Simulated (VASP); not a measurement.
# CaO (Fm-3m) in VASP: further runs

CaO is run at these levels: PBE, r2SCAN; tasks: single point, relaxation of cell and atoms.

Program: VASP 6.6.1. These are calculated values, not measurements. Logs are shortened: lines on timing, memory, paths and dates and some standing lists are left out, and cuts for length are marked.

## 1. The cell of the first run

The structure is cubic, space group Fm-3m (No. 225). Conventional cell: a = 4.831 Å, b = 4.831 Å, c = 4.831 Å, α = 90.00°, β = 90.00°, γ = 90.00°. Within 3.2 Å of Ca (site symmetry m-3m) lie 6 O at 2.42 Å. O (site symmetry m-3m) has 6 Ca at 2.42 Å within 3.2 Å.

## 2. Single point, PBE

INCAR reads:

```
PREC = Accurate
ENCUT = 600
EDIFF = 1E-6
ISMEAR = 0
SIGMA = 0.01
LREAL = False
LASPH = True
NELM = 120
ALGO = Normal
ISIF = 2
LWAVE = False
LCHARG = True
GGA = PE
LELF = True
LVHAR = True
NBANDS = 15
GGA_COMPAT = False
```

KPOINTS reads:

```
Automatic mesh
0
Gamma
  8 8 8
```

POSCAR reads:

```
CaO
1.0
    0.0000000000      2.4153734977      2.4153734977
    2.4153734977      0.0000000000      2.4153734977
    2.4153734977      2.4153734977      0.0000000000
Ca O
1 1
Direct
    0.0000000000      0.0000000000      0.0000000000
    0.5000000000      0.5000000000      0.5000000000
```

Potentials or basis: VASP PAW PBE potentials, release 64 (Ca_sv, O).

Command:

```console
> cat potpaw_PBE.64/Ca_sv/POTCAR potpaw_PBE.64/O/POTCAR > POTCAR
> mpirun -np 1 vasp_std > vasp.out
```

OUTCAR:

```text
PREC = Accurate
   ENCUT = 600
   EDIFF = 1E-6
   ISMEAR = 0
   LREAL = False
   LASPH = True
   NELM = 120
   ISIF = 2
   GGA = PE

 ion  position               nearest neighbor table
   1  0.000  0.000  0.000-   2 2.42   2 2.42   2 2.42   2 2.42   2 2.42   2 2.42
   2  0.500  0.500  0.500-   1 2.42   1 2.42   1 2.42   1 2.42   1 2.42   1 2.42

  LATTYP: Found a face centered cubic cell.
 ALAT       =     4.8307469954

  Lattice vectors:

 A1 = (   0.0000000000,   2.4153734977,   2.4153734977)
 A2 = (   2.4153734977,   0.0000000000,   2.4153734977)
 A3 = (   2.4153734977,   2.4153734977,   0.0000000000)

Analysis of symmetry for initial positions (statically):
=====================================================================
 Subroutine PRICEL returns:
 Original cell was already a primitive cell.

 Routine SETGRP: Setting up the symmetry group for a
 face centered cubic supercell.

 Subroutine GETGRP returns: Found 48 space group operations
 (whereof 48 operations were pure point group operations)
 out of a pool of 48 trial point group operations.

The static configuration has the point symmetry O_h .

Analysis of symmetry for dynamics (positions and initial velocities):
=====================================================================
 Subroutine PRICEL returns:
 Original cell was already a primitive cell.

 Routine SETGRP: Setting up the symmetry group for a
 face centered cubic supercell.

 Subroutine GETGRP returns: Found 48 space group operations
 (whereof 48 operations were pure point group operations)
 out of a pool of 48 trial point group operations.

The dynamic configuration has the point symmetry O_h .

 Subroutine INISYM returns: Found 48 space group operations
 (whereof 48 operations are pure point group operations),
 and found     1 'primitive' translations

----------------------------------------------------------------------------------------

                                     Primitive cell

  volume of cell :      28.1827

  direct lattice vectors                    reciprocal lattice vectors
     0.000000000  2.415373498  2.415373498    -0.207007322  0.207007322  0.207007322
     2.415373498  0.000000000  2.415373498     0.207007322 -0.207007322  0.207007322
     2.415373498  2.415373498  0.000000000     0.207007322  0.207007322 -0.207007322

  length of vectors
     3.415853959  3.415853959  3.415853959     0.358547200  0.358547200  0.358547200

  position of ions in fractional coordinates (direct lattice)
     0.000000000  0.000000000  0.000000000
     0.500000000  0.500000000  0.500000000

  ion indices of the primitive-cell ions
   primitive index   ion index
                 1           1
                 2           2

----------------------------------------------------------------------------------------

 KPOINTS: Automatic mesh

Automatic generation of k-mesh.
 Grid dimensions read from file:
 generate k-points for:    8    8    8

 Generating k-lattice:

  Cartesian coordinates                     Fractional coordinates (reciprocal lattice)
    -0.025875915  0.025875915  0.025875915     0.125000000  0.000000000  0.000000000
     0.025875915 -0.025875915  0.025875915     0.000000000  0.125000000  0.000000000
     0.025875915  0.025875915 -0.025875915     0.000000000  0.000000000  0.125000000

  Length of vectors
     0.044818400  0.044818400  0.044818400

  Shift w.r.t. Gamma in fractional coordinates (k-lattice)
     0.000000000  0.000000000  0.000000000

 Subroutine IBZKPT returns following result:
 ===========================================

 Found     29 irreducible k-points:

 Following reciprocal coordinates:
            Coordinates               Weight
  0.000000  0.000000  0.000000      1.000000
  0.125000  0.000000  0.000000      8.000000
  0.250000  0.000000  0.000000      8.000000
  0.375000  0.000000  0.000000      8.000000
  0.500000  0.000000  0.000000      4.000000
  0.125000  0.125000  0.000000      6.000000
[... 16 lines left out ...]
  0.500000  0.250000  0.125000     48.000000
 -0.375000  0.250000  0.125000     24.000000
 [... further k-points ...]
   k-points           NKPTS =     29   k-points in BZ     NKDIM =     29   number of bands    NBANDS=     15
   number of dos      NEDOS =    301   number of ions     NIONS =      2
   total plane-waves  NPLWV =  21952
   dimension x,y,z NGX =    28 NGY =   28 NGZ =   28
   dimension x,y,z NGXF=    56 NGYF=   56 NGZF=   56
   ions per type =               1   1
   NGX,Y,Z   is equivalent  to a cutoff of  13.63, 13.63, 13.63 a.u.
   NGXF,Y,Z  is equivalent  to a cutoff of  27.25, 27.25, 27.25 a.u.
 SYSTEM =  unknown system
   PREC   = accura    normal or accurate (medium, high low for compatibility)
   ISTART =      0    job   : 0-new  1-cont  2-samecut
   ICHARG =      2    charge: 1-file 2-atom 10-const
   ISPIN  =      1    spin polarized calculation?
   LNONCOLLINEAR =      F non collinear calculations
   LSORBIT =      F    spin-orbit coupling
   LASPH  =      T    aspherical Exc in radial PAW
   ENCUT  =  600.0 eV  44.10 Ry    6.64 a.u.   6.82  6.82  6.82*2*pi/ulx,y,z
   NELM   =    120;   NELMIN=  2; NELMDL= -5     # of ELM steps
   EDIFF  = 0.1E-05   stopping-criterion for ELM
   LREAL  =      F    real-space projection
   EDIFFG = 0.1E-04   stopping-criterion for IOM
   NSW    =      0    number of steps for IOM
   IBRION =     -1    ionic relax: 0-MD 1-quasi-New 2-CG
   NFREE  =      0    steps in history (QN), initial steepest desc. (CG)
   ISIF   =      2    stress and relaxation
   ISYM   =      2    0-nonsym 1-usesym 2-fastsym
   POTIM  = 0.5000    time-step for ionic-motion
   TEBEG  =    0.0;   TEEND  =   0.0 temperature during run
   PSTRESS=    0.0 pullay stress
   NELECT =      16.0000    total number of electrons
   NUPDOWN=      -1.0000    fix difference up-down
   EMIN   =  10.00;   EMAX   =-10.00  energy-range for DOS
   EFERMI =   0.00;   METHOD = LEGACY
   ISMEAR =     0;   SIGMA  =   0.01  broadening in eV -4-tet -1-fermi 0-gaus
   EFERMI_NEDOS =   21; number of points for ismear=-14 and -15
   IALGO  =     38    algorithm
   IMIX   =      4    mixing-type and parameters
     AMIX     =   0.40;   BMIX     =  1.00
     AMIX_MAG =   1.60;   BMIX_MAG =  1.00
  volume/ion in A,a.u.               =      14.09        95.09
  Fermi-wavevector in a.u.,A,eV,Ry     =   1.355566  2.561647 25.001495  1.837558
  Thomas-Fermi vector in A             =   2.482642
   LORBIT       =      0    0 simple, 1 ext, 2 COOP (PROOUT), +10 PAW based schemes
   GGA     = PE    functional components
   LHFCALC =     F    Hartree Fock is set to
   AEXX    =    0.0000 exact exchange contribution
   IVDW    =     0    specifies the selected vdW correction
   LEPSILON=     F    determine dielectric tensor
   LRPA    =     F    only Hartree local field effects (RPA)
 non-spin polarized calculation
 Gauss-broadening in eV      SIGMA  =   0.01
  energy-cutoff  :      600.00
  volume of cell :       28.18
 maximum number of plane-waves:       960
   NGX = 13   NGY = 13   NGZ = 13

 number of electron      15.9999999 magnetization

 Free energy of the ion-electron system (eV)
  ---------------------------------------------------
  ext. energy  EPLUGINS =         0.00000000
  ---------------------------------------------------
  free energy    TOTEN  =       -12.80757865 eV

  energy without entropy =      -12.80757865  energy(sigma->0) =      -12.80757865

 E-fermi :   2.3439     XC(G=0): -10.4016

 val. band max:        2.2636410776   @ k =   0.0000   0.0000   0.0000
 cond. band min:       5.9036718606   @ k =   0.5000   0.5000   0.0000
 fundamental gap:      3.6400307830
 Fermi energy:         2.3438718974

 k-point     1 :       0.0000    0.0000    0.0000
  band No.  band energies     occupation
      1     -35.4355      2.00000
      2     -16.2103      2.00000
      3     -16.2103      2.00000
      4     -16.2103      2.00000
      5     -13.2397      2.00000
      6       2.2636      2.00000
      7       2.2636      2.00000
      8       2.2636      2.00000
      9       6.8554      0.00000
     10       8.4518      0.00000
     11       8.4518      0.00000
     12       8.4518      0.00000
     13       9.9293      0.00000
     14       9.9293      0.00000
     15      17.2420      0.00000

 k-point     2 :       0.1250    0.0000    0.0000
  band No.  band energies     occupation
      1     -35.4215      2.00000
      2     -16.4058      2.00000
      3     -16.2180      2.00000
      4     -16.2180      2.00000
      5     -13.0329      2.00000
      6       1.7339      2.00000
      7       2.0588      2.00000
      8       2.0588      2.00000
      9       7.5363      0.00000
     10       8.4114      0.00000
     11       8.7110      0.00000
     12       8.7110      0.00000
     13      10.2874      0.00000
     14      10.2874      0.00000
     15      17.8006      0.00000

 k-point     3 :       0.2500    0.0000    0.0000
  band No.  band energies     occupation
      1     -35.3877      2.00000
      2     -16.8024      2.00000
      3     -16.2364      2.00000
      4     -16.2364      2.00000
      5     -12.6073      2.00000
      6       0.7470      2.00000
      7       1.6192      2.00000
      8       1.6192      2.00000
      9       8.4710      0.00000
     10       8.9901      0.00000
     11       9.3902      0.00000
     12       9.3902      0.00000
     13      11.1503      0.00000
     14      11.1503      0.00000
     15      18.0451      0.00000
[... 343 lines left out ...]
 k-point    23 :       0.5000    0.2500    0.1250
  band No.  band energies     occupation
      1     -35.3359      2.00000
      2     -16.9852      2.00000
      3     -16.4227      2.00000
      4     -16.3058      2.00000
      5     -12.4218      2.00000
      6       0.2883      2.00000
      7       1.2157      2.00000
      8       1.4316      2.00000
      9       8.1037      0.00000
     10       9.6671      0.00000
     11      10.6459      0.00000
     12      10.7282      0.00000
     13      12.0646      0.00000
     14      13.2267      0.00000
     15      16.8541      0.00000

 k-point    24 :      -0.3750    0.2500    0.1250
  band No.  band energies     occupation
      1     -35.3246      2.00000
      2     -17.0443      2.00000
      3     -16.4372      2.00000
      4     -16.3296      2.00000
      5     -12.3678      2.00000
      6       0.2366      2.00000
      7       1.1503      2.00000
      8       1.2287      2.00000
      9       8.9526      0.00000
     10       9.0318      0.00000
     11      10.9311      0.00000
     12      11.0875      0.00000
     13      12.3503      0.00000
     14      14.0350      0.00000
     15      15.8965      0.00000

 [... further k-points ...]
[... 5 lines left out ...]
  --------------------------------------------------------------------------------------
  -------------------------------------------------------------------------------------
  Total        0.0766198      0.0766198      0.0766198      0.0000000      0.0000000     -0.0000000
  in kB        4.3558066      4.3558066      4.3558066      0.0000000      0.0000000     -0.0000000
  external PRESSURE =       4.3558066 kB  Pullay stress =       0.0000000 kB

 VOLUME and BASIS-vectors are now :
 -----------------------------------------------------------------------------
  energy-cutoff  :      600.00
  volume of cell :       28.18
      direct lattice vectors                 reciprocal lattice vectors
     0.000000000  2.415373498  2.415373498    -0.207007322  0.207007322  0.207007322
     2.415373498  0.000000000  2.415373498     0.207007322 -0.207007322  0.207007322
     2.415373498  2.415373498  0.000000000     0.207007322  0.207007322 -0.207007322

 POSITION                                       TOTAL-FORCE (eV/Angst)
 -----------------------------------------------------------------------------------
      0.00000      0.00000      0.00000        -0.000000      0.000000     -0.000000
      2.41537      2.41537      2.41537         0.000000     -0.000000      0.000000
 -----------------------------------------------------------------------------------
    total drift:                                0.000000      0.000000      0.000000

  FREE ENERGIE OF THE ION-ELECTRON SYSTEM (eV)
  ---------------------------------------------------
  free  energy   TOTEN  =       -12.8075786492 eV

  energy  without entropy=      -12.8075786492  energy(sigma->0) =      -12.80757865
```

Run time: 23 s. Hardware: 1 thread of Intel Xeon 8259CL, shared host; peak memory 0.16 GiB.

What came out:

- Free energy: -12.8076 eV
- Pressure: 0.4 GPa
- Band gap on the k mesh: 3.64 eV (least direct gap 4.02 eV)

A k mesh can miss the band edges.

[end of part 1 of 2]
